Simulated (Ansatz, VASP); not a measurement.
One calculation of KI, two programs

File POSCAR:

```
KI
1.0
    4.2038406198      0.0000000000      0.0000000000
    0.0000000000      4.2909468407      0.0000000000
    0.0000000000      0.0000000000      4.2909468407
K I
1 1
Direct
    0.0000000000      0.0000000000      0.0000000000
    0.5000000000      0.5000000000      0.5000000000
```

INCAR.step1

```
SYSTEM = KI
PREC     = Accurate       ! precision mode
ENCUT    = 400            ! plane-wave cutoff, eV
EDIFF    = 1E-5           ! SCF threshold, eV
ISMEAR   = 0              ! smearing method
SIGMA    = 0.01           ! smearing width, eV
LREAL    = .FALSE.        ! projectors in reciprocal space
LASPH    = .TRUE.         ! aspherical terms in the spheres
NELM     = 120            ! most SCF steps
ALGO     = Normal         ! electronic algorithm
ISIF     = 2              ! what is computed and relaxed
LWAVE    = .TRUE.         ! write WAVECAR
LCHARG   = .FALSE.        ! write CHGCAR
NBANDS   = 15             ! bands
GGA      = PE             ! functional
GGA_COMPAT= .FALSE.
```

File INCAR.step2:

```
SYSTEM = KI
PREC     = Accurate       ! precision mode
ENCUT    = 400            ! plane-wave cutoff, eV
EDIFF    = 1E-6           ! SCF threshold, eV
ISMEAR   = 0              ! smearing method
SIGMA    = 0.01           ! smearing width, eV
LREAL    = .FALSE.        ! projectors in reciprocal space
LASPH    = .TRUE.         ! aspherical terms in the spheres
NELM     = 120            ! most SCF steps
ALGO     = Normal         ! electronic algorithm
ISIF     = 2              ! what is computed and relaxed
LWAVE    = .FALSE.        ! write WAVECAR
LCHARG   = .FALSE.        ! write CHGCAR
GGA      = PE             ! functional
LHFCALC  = .TRUE.         ! exact exchange
HFSCREEN = 0.2079         ! screening, 1/A
PRECFOCK = Normal       
NBANDS   = 15             ! bands
ISTART   = 1            
GGA_COMPAT= .FALSE.
```

File KPOINTS:

```
Automatic mesh
0
G
  4 4 4
  0 0 0
```

Input for Ansatz:

```yaml
crystal:
  lattice:
    - [4.2038406198, 0.0, 0.0]
    - [0.0, 4.2909468407, 0.0]
    - [0.0, 0.0, 4.2909468407]
  atoms:
    - { symbol: K, position: [0.0, 0.0, 0.0] }
    - { symbol: I, position: [0.5, 0.5, 0.5] }
kpoints:
  mp_grid: { grid: [4, 4, 4] }
  band_path:
    path: [[0.0, 0.0, 0.0], [0.0, 0.5, 0.0], [0.5, 0.5, 0.0], [0.5, 0.5, 0.5]]
    npoints: 1
hamiltonian:
  xc: hse06
scf:
  occupations: { method: fixed }
  n_extra_bands: 4
output:
  forces: true
  stress: true
  eigenvalues: true
  write_density: true
  write_potential: true
  elf: true
  volumetric_format: npy
```

Change from the starting cell: uniaxial_x strain -2.0%.

Alike in both runs: task single point; functional HSE06; k mesh 4 × 4 × 4; no spin polarisation.

|  | VASP | Ansatz |
| --- | --- | --- |
| version | VASP 6.6.1 | Ansatz 0.2.0 |
| potentials or method | VASP PAW PBE potentials, release 64 (K_sv, I) | plane waves, PAW |
| plane-wave cutoff (eV) | 400 | 420 |
| occupations | gaussian, width 0.01 eV | fixed |
| valence electrons in the cell | 16 | 26 |

|  | VASP | Ansatz | Ansatz less VASP |
| --- | --- | --- | --- |
| gap on the k mesh at the Fermi level (eV) | 4.27 | 4.28 | +0.012 |
| pressure (GPa) | 0.6 | 0.6 | -0.01 |
| traceless stress, the component that is largest in VASP (GPa) | 0.45 | 0.46 | +0.002 |

VASP's potentials hold 16 valence electrons a cell and Ansatz's 26, so a difference there can come from the potentials and not from the codes. Ansatz's warnings: stress exchange threshold loose, stress scf threshold loose.

Spin-orbit coupling is off throughout.
